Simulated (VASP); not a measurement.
Wanted: the native input for a VASP 6.6.1 run.

| Quantity | Value |
| --- | --- |
| Task | single point |
| Functional | revPBE |
| Potentials or basis | VASP PAW PBE potentials, release 64 (Ag) |
| Cutoff | 520 eV |
| k mesh | 14 × 14 × 8 |
| Occupations | fermi-dirac, width 0.1 eV |
| Spin | no spin polarisation |
| Dipole correction | no |
| Further INCAR settings | ALGO = Normal; EDIFF = 1e-06; NBANDS = 18 |

The structure of Ag lies in POSCAR:

```
Ag
1.0
    2.8539399015      0.0000000000      0.0000000000
   -1.4269699507      2.4715844556      0.0000000000
    0.0000000000      0.0000000000      4.6166524600
Ag
2
Direct
    0.3333333333      0.6666666667      0.2500000000
    0.6666666667      0.3333333333      0.7500000000
```

This cell differs from its parent crystal: volume scaled by 0.88.

One way to write it, as run:

INCAR

```
SYSTEM = Ag
PREC     = Accurate       ! precision mode
ENCUT    = 520            ! plane-wave cutoff, eV
EDIFF    = 1E-6           ! SCF threshold, eV
ISMEAR   = -1             ! smearing method
SIGMA    = 0.1            ! smearing width, eV
LREAL    = .False.        ! projectors in reciprocal space
LASPH    = .True.         ! aspherical terms in the spheres
NELM     = 100            ! most SCF steps
ALGO     = Normal         ! electronic algorithm
ISIF     = 2              ! what is computed and relaxed
LWAVE    = .False.        ! write WAVECAR
LCHARG   = .False.        ! write CHGCAR
GGA      = RE             ! functional
NBANDS   = 18             ! bands
```

KPOINTS

```
Automatic mesh
0
Gamma
  14 14 8
  0 0 0
```

Potentials or basis: VASP PAW PBE potentials, release 64 (Ag).

Launch:

```bash
$ cat potpaw_PBE.64/Ag/POTCAR > POTCAR
$ mpirun -np 1 vasp_std > vasp.out
```

Results of the run:

- Pressure: 14.2 GPa
- Band gap on the k mesh: zero (band 11 reaches 12.96 eV, above the bottom of band 12 at 5.68 eV)

Caveat: the PAW data sets were made with another functional, which shifts forces and pressure a little.

It took 19 s on 1 thread of Intel(R) Xeon(R) 6975P-C (Granite Rapids), with other jobs on the host, peak memory 0.19 GiB.
